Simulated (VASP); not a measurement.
# InAs: single point with r2SCAN50

InAs:

```xyz
2
Lattice="0.0000 3.0380 3.0380 3.0380 0.0000 3.0380 3.0380 3.0380 0.0000" Properties=species:S:1:pos:R:3 pbc="T T T"
In    0.0000    0.0000    0.0000
As    4.5570    4.5570    4.5570
```

```yaml
Program: VASP 6.6.1
Task: single point
Functional: r2SCAN50
Potentials_or_basis: VASP PAW PBE potentials, release 64 (In_d, As)
Cutoff: 520 eV
k_mesh: 4 × 4 × 4
Occupations: fermi-dirac, width 0.05 eV
Spin: no spin polarisation
```

| Property | Result |
| --- | --- |
| Pressure | -2.0 GPa |
| Band gap on the k mesh | 2.77 eV |

Levels at points of the mesh, in eV from the valence-band top:
| k point | band 7 | band 8 | band 9 | band 10 | band 11 | band 12 |
| --- | --- | --- | --- | --- | --- | --- |
| (0.00, 0.00, 0.00) | 0.00 | 0.00 | 0.00 | 2.77 | 7.03 | 7.03 |
| (0.50, 0.00, 0.00) | -6.78 | -1.15 | -1.15 | 3.88 | 7.83 | 7.83 |
| (0.50, 0.50, 0.00) | -6.84 | -2.73 | -2.73 | 4.24 | 4.94 | 13.02 |

Run time: 8 min on 1 thread of Intel(R) Xeon(R) Platinum 8259CL CPU @ 2.50GHz (Skylake/Cascade Lake) (shared host), peak memory 0.19 GiB.

Caveat: the k points lie up to 0.45 Å⁻¹ apart; the PAW data sets were made with another functional, which shifts forces and pressure a little; spin-orbit coupling is left out, which moves the levels of the heavy elements.
